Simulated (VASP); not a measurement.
# Zr3O (P6_3/mmc) in VASP: a series of runs

The runs below take Zr3O through single point, with r2SCAN.

Everything below comes from runs of VASP 6.6.1. Logs are shortened: lines on timing, memory, paths and dates and some standing lists are left out, and cuts for length are marked.

**1. The cell of the first run**

Symmetry: P6_3/mmc, No. 194, hexagonal system. The conventional cell has a = 5.741 Å, b = 5.741 Å, c = 5.017 Å, α = 90.00°, β = 90.00°, γ = 120.00°. Zr (site symmetry mm2) has 8 Zr at 2.84 to 3.02 Å and 4 O at 2.87 to 3.00 Å within 3.7 Å. Within 3.8 Å of O (site symmetry -6m2) lie 12 Zr at 2.87 to 3.00 Å.

**2. Single point, r2SCAN**

The input, POSCAR:

```
Zr3O
1.0
    5.7407476139      0.0000000000      0.0000000000
   -2.8703738070      4.9716332704      0.0000000000
    0.0000000000      0.0000000000      5.0169999516
Zr O
6 2
Direct
    0.8316324071      0.6632648142      0.2500000000
    0.1683675929      0.8316324071      0.7500000000
    0.3367351858      0.1683675929      0.2500000000
    0.1683675929      0.3367351858      0.7500000000
    0.8316324071      0.1683675929      0.2500000000
    0.6632648142      0.8316324071      0.7500000000
    0.3333333333      0.6666666667      0.2500000000
    0.6666666667      0.3333333333      0.7500000000
```

The input, INCAR.step1:

```
PREC = Accurate ; ENCUT = 520
ISMEAR = 0 ; SIGMA = 0.1
LREAL = False ; LASPH = True
NELM = 100 ; NBANDS = 52
GGA = PE ; ALGO = Normal
EDIFF = 1E-4 ; LWAVE = True
LCHARG = False
```

The input, INCAR.step2:

```
PREC = Accurate ; ENCUT = 520
EDIFF = 1E-6 ; ISMEAR = 0
SIGMA = 0.1 ; LREAL = False
LASPH = True ; NELM = 100
ALGO = Normal ; ISIF = 2
LWAVE = False ; LCHARG = False
METAGGA = R2SCAN ; LMIXTAU = True
NBANDS = 52 ; ISTART = 1
```

The input, KPOINTS:

```
Automatic mesh
0
Gamma
  3 3 4
```

Potentials or basis: VASP PAW PBE potentials, release 64 (Zr_sv, O).

Started as:

```sh
cat potpaw_PBE.64/Zr_sv/POTCAR potpaw_PBE.64/O/POTCAR > POTCAR
cp INCAR.step1 INCAR
mpirun -np 1 vasp_std > vasp.out
cp INCAR.step2 INCAR
mpirun -np 1 vasp_std > vasp.out
```

OUTCAR:

```text
PREC = Accurate
   ENCUT = 520
   EDIFF = 1E-6
   ISMEAR = 0
   LREAL = False
   LASPH = True
   NELM = 100
   ISIF = 2
   METAGGA = R2SCAN
   ISTART = 1

 ion  position               nearest neighbor table
   1  0.832  0.663  0.250-   3 2.84   5 2.84   7 2.87   7 2.87   3 2.90   5 2.90   2 3.02   2 3.02
                             6 3.02   6 3.02
   2  0.168  0.832  0.750-   6 2.84   4 2.84   8 2.87   8 2.87   6 2.90   4 2.90   1 3.02   1 3.02
                             3 3.02   3 3.02
   3  0.337  0.168  0.250-   5 2.84   1 2.84   7 2.87   7 2.87   5 2.90   1 2.90   4 3.02   4 3.02
                             2 3.02   2 3.02
   4  0.168  0.337  0.750-   6 2.84   2 2.84   8 2.87   8 2.87   6 2.90   2 2.90   5 3.02   5 3.02
                             3 3.02   3 3.02
   5  0.832  0.168  0.250-   3 2.84   1 2.84   7 2.87   7 2.87   3 2.90   1 2.90   4 3.02   4 3.02
                             6 3.02   6 3.02
   6  0.663  0.832  0.750-   2 2.84   4 2.84   8 2.87   8 2.87   2 2.90   4 2.90   1 3.02   1 3.02
                             5 3.02   5 3.02
   7  0.333  0.667  0.250-   1 2.87   3 2.87   5 2.87   5 2.87   1 2.87   3 2.87
   8  0.667  0.333  0.750-   4 2.87   6 2.87   2 2.87   2 2.87   4 2.87   6 2.87

  LATTYP: Found a hexagonal cell.
 ALAT       =     5.7407476139
 C/A-ratio  =     0.8739279775

  Lattice vectors:

 A1 = (   5.7407476139,   0.0000000000,   0.0000000000)
 A2 = (  -2.8703738070,   4.9716332704,   0.0000000000)
 A3 = (   0.0000000000,   0.0000000000,   5.0169999516)

Analysis of symmetry for initial positions (statically):
=====================================================================
 Subroutine PRICEL returns:
 Original cell was already a primitive cell.

 Routine SETGRP: Setting up the symmetry group for a
 hexagonal supercell.

 Subroutine GETGRP returns: Found 24 space group operations
 (whereof 12 operations were pure point group operations)
 out of a pool of 24 trial point group operations.

The static configuration has the point symmetry D_3d.
 The point group associated with its full space group is D_6h.

Analysis of symmetry for dynamics (positions and initial velocities):
=====================================================================
 Subroutine PRICEL returns:
 Original cell was already a primitive cell.

 Routine SETGRP: Setting up the symmetry group for a
 hexagonal supercell.

 Subroutine GETGRP returns: Found 24 space group operations
 (whereof 12 operations were pure point group operations)
 out of a pool of 24 trial point group operations.

The dynamic configuration has the point symmetry D_3d.
 The point group associated with its full space group is D_6h.

 Subroutine INISYM returns: Found 24 space group operations
 (whereof 12 operations are pure point group operations),
 and found     1 'primitive' translations

----------------------------------------------------------------------------------------

                                     Primitive cell

  volume of cell :     143.1897

  direct lattice vectors                    reciprocal lattice vectors
     5.740747614  0.000000000  0.000000000     0.174193340  0.100570572  0.000000000
    -2.870373807  4.971633270  0.000000000     0.000000000  0.201141143  0.000000000
     0.000000000  0.000000000  5.016999952     0.000000000  0.000000000  0.199322306

  length of vectors
     5.740747614  5.740747614  5.016999952     0.201141143  0.201141143  0.199322306

  position of ions in fractional coordinates (direct lattice)
     0.831632407  0.663264814  0.250000000
     0.168367593  0.831632407  0.750000000
     0.336735186  0.168367593  0.250000000
     0.168367593  0.336735186  0.750000000
     0.831632407  0.168367593  0.250000000
     0.663264814  0.831632407  0.750000000
     0.333333333  0.666666667  0.250000000
     0.666666667  0.333333333  0.750000000

  ion indices of the primitive-cell ions
   primitive index   ion index
                 1           1
                 2           2
                 3           3
                 4           4
                 5           5
                 6           6
                 7           7
                 8           8

----------------------------------------------------------------------------------------

 KPOINTS: Automatic mesh

Automatic generation of k-mesh.
 Grid dimensions read from file:
 generate k-points for:    3    3    4

 Generating k-lattice:

  Cartesian coordinates                     Fractional coordinates (reciprocal lattice)
     0.058064447  0.033523524  0.000000000     0.333333333 -0.000000000  0.000000000
     0.000000000  0.067047048  0.000000000     0.000000000  0.333333333  0.000000000
     0.000000000  0.000000000  0.049830577     0.000000000  0.000000000  0.250000000

  Length of vectors
     0.067047048  0.067047048  0.049830577

  Shift w.r.t. Gamma in fractional coordinates (k-lattice)
     0.000000000  0.000000000  0.000000000

 Subroutine IBZKPT returns following result:
 ===========================================

 Found      9 irreducible k-points:

 Following reciprocal coordinates:
            Coordinates               Weight
  0.000000  0.000000  0.000000      1.000000
  0.333333  0.000000  0.000000      6.000000
  0.333333  0.333333  0.000000      2.000000
  0.000000  0.000000  0.250000      2.000000
  0.333333  0.000000  0.250000     12.000000
  0.333333  0.333333  0.250000      4.000000
  0.000000  0.000000  0.500000      1.000000
  0.333333  0.000000  0.500000      6.000000
  0.333333  0.333333  0.500000      2.000000
   k-points           NKPTS =      9   k-points in BZ     NKDIM =      9   number of bands    NBANDS=     52
   number of dos      NEDOS =    301   number of ions     NIONS =      8
   total plane-waves  NPLWV =  92160
   dimension x,y,z NGX =    48 NGY =   48 NGZ =   40
   dimension x,y,z NGXF=    96 NGYF=   96 NGZF=   80
   ions per type =               6   2
   NGX,Y,Z   is equivalent  to a cutoff of  13.90, 13.90, 13.25 a.u.
   NGXF,Y,Z  is equivalent  to a cutoff of  27.80, 27.80, 26.51 a.u.
 SYSTEM =  unknown system
   PREC   = accura    normal or accurate (medium, high low for compatibility)
   ISTART =      1    job   : 0-new  1-cont  2-samecut
   ICHARG =      0    charge: 1-file 2-atom 10-const
   ISPIN  =      1    spin polarized calculation?
   LNONCOLLINEAR =      F non collinear calculations
   LSORBIT =      F    spin-orbit coupling
   LASPH  =      T    aspherical Exc in radial PAW
   ENCUT  =  520.0 eV  38.22 Ry    6.18 a.u.  10.67 10.67  9.33*2*pi/ulx,y,z
   NELM   =    100;   NELMIN=  2; NELMDL=  0     # of ELM steps
   EDIFF  = 0.1E-05   stopping-criterion for ELM
   LREAL  =      F    real-space projection
[... 7 lines left out ...]
   TEBEG  =    0.0;   TEEND  =   0.0 temperature during run
   PSTRESS=    0.0 pullay stress
   NELECT =      84.0000    total number of electrons
   NUPDOWN=      -1.0000    fix difference up-down
   EMIN   =  10.00;   EMAX   =-10.00  energy-range for DOS
   EFERMI =   0.00;   METHOD = LEGACY
   ISMEAR =     0;   SIGMA  =   0.10  broadening in eV -4-tet -1-fermi 0-gaus
   EFERMI_NEDOS =   21; number of points for ismear=-14 and -15
   IALGO  =     38    algorithm
   IMIX   =      4    mixing-type and parameters
     AMIX     =   0.40;   BMIX     =  1.00
     AMIX_MAG =   1.60;   BMIX_MAG =  1.00
  volume/ion in A,a.u.               =      17.90       120.79
  Fermi-wavevector in a.u.,A,eV,Ry     =   1.370453  2.589780 25.553654  1.878141
  Thomas-Fermi vector in A             =   2.496238
   LORBIT       =      0    0 simple, 1 ext, 2 COOP (PROOUT), +10 PAW based schemes
   METAGGA = R2SCAN    functional components
   LHFCALC =     F    Hartree Fock is set to
   AEXX    =    0.0000 exact exchange contribution
   IVDW    =     0    specifies the selected vdW correction
   LEPSILON=     F    determine dielectric tensor
   LRPA    =     F    only Hartree local field effects (RPA)
 non-spin polarized calculation
 Gauss-broadening in eV      SIGMA  =   0.10
  energy-cutoff  :      520.00
  volume of cell :      143.19
 maximum number of plane-waves:      3895
 NGX is ok and might be reduce to    48
   NGX = 21   NGY = 21   NGZ = 19

 number of electron      83.9999998 magnetization

 Free energy of the ion-electron system (eV)
  ---------------------------------------------------
  ext. energy  EPLUGINS =         0.00000000
  ---------------------------------------------------
  free energy    TOTEN  =      -147.04727062 eV

  energy without entropy =     -147.00685881  energy(sigma->0) =     -147.02706471

 E-fermi :   9.3922     XC(G=0): -12.1956

 val. band max:        9.3451662237   @ k =   0.0000   0.0000   0.2500
 cond. band min:       9.4516170778   @ k =   0.3333   0.0000   0.5000
 fundamental gap:      0.1064508541
 Fermi energy:         9.3921683708

 k-point     1 :       0.0000    0.0000    0.0000
  band No.  band energies     occupation
      1     -40.9182      2.00000
      2     -40.7067      2.00000
      3     -40.5938      2.00000
      4     -40.5938      2.00000
      5     -40.4930      2.00000
      6     -40.4930      2.00000
[... 44 lines left out ...]
     51      12.9375      0.00000
     52      12.9375      0.00000

 k-point     2 :       0.3333    0.0000    0.0000
  band No.  band energies     occupation
      1     -40.8491      2.00000
      2     -40.7015      2.00000
      3     -40.6325      2.00000
      4     -40.5956      2.00000
      5     -40.5342      2.00000
      6     -40.4916      2.00000
[... 44 lines left out ...]
     51      11.9635      0.00000
     52      12.1762      0.00000
[... 328 lines left out ...]
     51      12.0523      0.00000
     52      12.0523      0.00000

 k-point     9 :       0.3333    0.3333    0.5000
  band No.  band energies     occupation
      1     -40.6972      2.00000
      2     -40.6972      2.00000
      3     -40.6640      2.00000
      4     -40.6640      2.00000
      5     -40.5440      2.00000
      6     -40.5440      2.00000
[... 44 lines left out ...]
     51      12.0236      0.00000
     52      12.0650      0.00000

------------------------ aborting loop because EDIFF is reached ----------------------------------------

  FORCE on cell =-STRESS in cart. coord.  units (eV):
  Direction    XX          YY          ZZ          XY          YZ          ZX
  --------------------------------------------------------------------------------------
  -------------------------------------------------------------------------------------
  Total        0.0984682      0.0984682      0.0922572     -0.0000000      0.0000000      0.0000000
  in kB        1.1017801      1.1017801      1.0322839     -0.0000000      0.0000000      0.0000000
  external PRESSURE =       1.0786147 kB  Pullay stress =       0.0000000 kB

 VOLUME and BASIS-vectors are now :
 -----------------------------------------------------------------------------
  energy-cutoff  :      520.00
  volume of cell :      143.19
      direct lattice vectors                 reciprocal lattice vectors
     5.740747614  0.000000000  0.000000000     0.174193340  0.100570572  0.000000000
    -2.870373807  4.971633270  0.000000000     0.000000000  0.201141143  0.000000000
     0.000000000  0.000000000  5.016999952     0.000000000  0.000000000  0.199322306

 POSITION                                       TOTAL-FORCE (eV/Angst)
 -----------------------------------------------------------------------------------
      2.87037      3.29751      1.25425         0.000000     -0.000122      0.000000
     -1.42054      4.13457      3.76275         0.000105     -0.000061     -0.000000
      1.44983      0.83706      1.25425         0.000105      0.000061      0.000000
     -0.00000      1.67412      3.76275        -0.000000      0.000122      0.000000
      4.29091      0.83706      1.25425        -0.000105      0.000061      0.000000
      1.42054      4.13457      3.76275        -0.000105     -0.000061      0.000000
     -0.00000      3.31442      1.25425        -0.000000     -0.000000      0.000000
      2.87037      1.65721      3.76275         0.000000      0.000000      0.000000
 -----------------------------------------------------------------------------------
    total drift:                               -0.000001      0.000000     -0.000000

  FREE ENERGIE OF THE ION-ELECTRON SYSTEM (eV)
  ---------------------------------------------------
  free  energy   TOTEN  =      -147.0472706194 eV

  energy  without entropy=     -147.0068588080  energy(sigma->0) =     -147.02706471
```

It took 3.6 min on 1 thread of Intel Xeon 6975P-C (Granite Rapids), shared host; peak memory 0.33 GiB.

Results:

| Item | Value |
| --- | --- |
| Free energy | -147.0473 eV |
| Pressure | 0.1 GPa |
| Band gap on the k mesh | zero (bands 42 and 43 overlap by 1.19 eV) |

Caveat: the k points lie up to 0.42 Å⁻¹ apart, too coarse for converged energies and pressures of a metal; the PAW data sets were made with another functional, which shifts forces and pressure a little.

**3. Single point, r2SCAN**

This run uses another cell than the first one, of 17.81 Å³/atom.

The input, POSCAR:

```
Zr3O
1.0
    5.6361993839      0.0000000000      0.0000000000
   -2.8180996920      4.8810918473      0.0000000000
    0.0000000000      0.0000000000      5.1795731488
Zr O
6 2
Direct
    0.8340480137      0.6680960275      0.2500000000
    0.1659519863      0.8340480137      0.7500000000
    0.3319039725      0.1659519863      0.2500000000
    0.1659519863      0.3319039725      0.7500000000
    0.8340480137      0.1659519863      0.2500000000
    0.6680960275      0.8340480137      0.7500000000
    0.3333333333      0.6666666667      0.2500000000
    0.6666666667      0.3333333333      0.7500000000
```

The input, INCAR.step1:

```
ALGO = Normal
EDIFF = 1E-4
ENCUT = 520
GGA = PE
ISMEAR = 0
LASPH = True
LCHARG = False
LREAL = False
LWAVE = True
NBANDS = 52
NELM = 80
PREC = Accurate
SIGMA = 0.1
```

The input, INCAR.step2:

```
ALGO = Normal
EDIFF = 1E-7
ENCUT = 520
ISIF = 2
ISMEAR = 0
ISTART = 1
LASPH = True
LCHARG = False
LMIXTAU = True
LREAL = False
LWAVE = False
METAGGA = R2SCAN
NBANDS = 52
NELM = 80
PREC = Accurate
SIGMA = 0.1
```

The input, KPOINTS:

```
k-points
0
Gamma
  6 6 4
```

Potentials or basis: VASP PAW PBE potentials, release 64 (Zr_sv, O).

Started as:

```sh
cat potpaw_PBE.64/Zr_sv/POTCAR potpaw_PBE.64/O/POTCAR > POTCAR
cp INCAR.step1 INCAR
mpirun -np 1 vasp_std > vasp.out
cp INCAR.step2 INCAR
mpirun -np 1 vasp_std > vasp.out
```

Wall time 7.4 min (1 thread of Intel Xeon 6975P-C (Granite Rapids), shared host); peak memory 0.34 GiB.

The run converged. Its results:

* Free energy: -147.2504 eV
* Pressure: 0.1 GPa
* Band gap on the k mesh: zero (bands 42 and 43 overlap by 1.43 eV)

Stress tensor (GPa, compression positive):
```
0.13 0.00 0.00
0.00 0.13 0.00
0.00 0.00 0.03
```

Levels at points of the mesh, in eV from the Fermi level:
```tsv
k point	band 38	band 39	band 40	band 41	band 42	band 43	band 44	band 45	band 46	band 47
(0.00, 0.00, 0.00)	-1.91	-1.35	-1.35	-1.19	-1.19	-0.11	0.81	0.81	1.15	1.84
(0.50, 0.00, 0.00)	-0.64	-0.02	0.07	0.10	0.26	0.50	0.74	0.91	1.09	1.32
(0.00, 0.00, 0.50)	-1.90	-1.81	-1.81	-0.90	-0.90	-0.90	-0.90	-0.19	-0.19	2.28
(0.50, 0.00, 0.50)	-0.77	-0.71	-0.71	0.23	0.23	0.73	0.73	0.75	0.75	1.54
```

Caveat: the PAW data sets were made with another functional, which shifts forces and pressure a little.

The gap in the log of VASP goes by the Fermi energy; the results here count the filled bands.